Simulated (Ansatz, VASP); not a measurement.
# Two plane-wave programs on Se

```xyz
3
Lattice="4.3662 0.0000 0.0000 -2.1831 3.7812 0.0000 0.0000 0.0000 4.9536" Properties=species:S:1:pos:R:3 pbc="T T T"
Se    1.6910    2.9289    0.0000
Se   -0.4921    0.8523    3.3024
Se    0.9841    0.0000    1.6512
```

Alike in both runs: functional HSE06; k mesh 4 × 4 × 3; occupations fermi-dirac, width 0.05 eV; no spin polarisation.

|  | VASP | Ansatz |
| --- | --- | --- |
| version | VASP 6.6.1 | Ansatz 0.2.0 |
| potentials or method | VASP PAW PBE potentials, release 64 (Se) | Ansatz PAW |
| plane-wave cutoff (eV) | 520 | 420 |
| valence electrons in the cell | 18 | 48 |
| task | single point | band structure |

|  | VASP | Ansatz | Ansatz less VASP |
| --- | --- | --- | --- |
| gap on the k mesh at the Fermi level (eV) | 2.42 | 2.41 | -0.009 |
| pressure (GPa) | 0.6 | 0.7 | +0.19 |
| traceless stress, the component that is largest in VASP (GPa) | -0.46 | -0.35 | +0.106 |
| rms of the force components (eV/Å) | 0.120 | 0.099 | -0.0214 |

Atom by atom the forces differ by 0.021 eV/Å (rms over components). With one functional, cell and mesh, what is left measures potentials, basis and numerics. VASP's potentials hold 18 valence electrons a cell and Ansatz's 48, so a difference there can come from the potentials and not from the codes.

The k mesh is coarse, so the values compare programs but aren't converged.
